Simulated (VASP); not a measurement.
Input of a VASP 6.6.1 run:

File POSCAR:

```
H
1.0
    9.0000000000      0.0000000000      0.0000000000
    0.0000000000      9.5000000000      0.0000000000
    0.0000000000      0.0000000000     10.0000000000
H
2
Direct
    0.5000000000      0.5000000000      0.4629258945
    0.5000000000      0.5000000000      0.5370741055
```

Contents of INCAR.step1:

```
ALGO = Normal
EDIFF = 1E-4
ENCUT = 520
GGA = PE
ISMEAR = -1
LASPH = True
LCHARG = False
LREAL = False
LWAVE = True
NBANDS = 8
NELM = 100
PREC = Accurate
SIGMA = 0.02
```

The input INCAR.step2:

```
ALGO = Normal
EDIFF = 1E-6
ENCUT = 520
ISIF = 2
ISMEAR = -1
ISTART = 1
LASPH = True
LCHARG = True
LELF = True
LMIXTAU = True
LREAL = False
LVHAR = True
LWAVE = False
METAGGA = R2SCAN
NBANDS = 8
NELM = 100
PREC = Accurate
SIGMA = 0.02
```

Contents of KPOINTS:

```
k-points
0
Gamma
  1 1 1
```

Potentials or basis: VASP PAW PBE potentials, release 64 (H).

Launch:

```sh
$ cat potpaw_PBE.64/H/POTCAR > POTCAR
$ cp INCAR.step1 INCAR
$ mpirun -np 1 vasp_gam > vasp.out
$ cp INCAR.step2 INCAR
$ mpirun -np 1 vasp_gam > vasp.out
```

(1) Estimate the gap between the frontier levels.

Answers

(1) 11.06 eV.
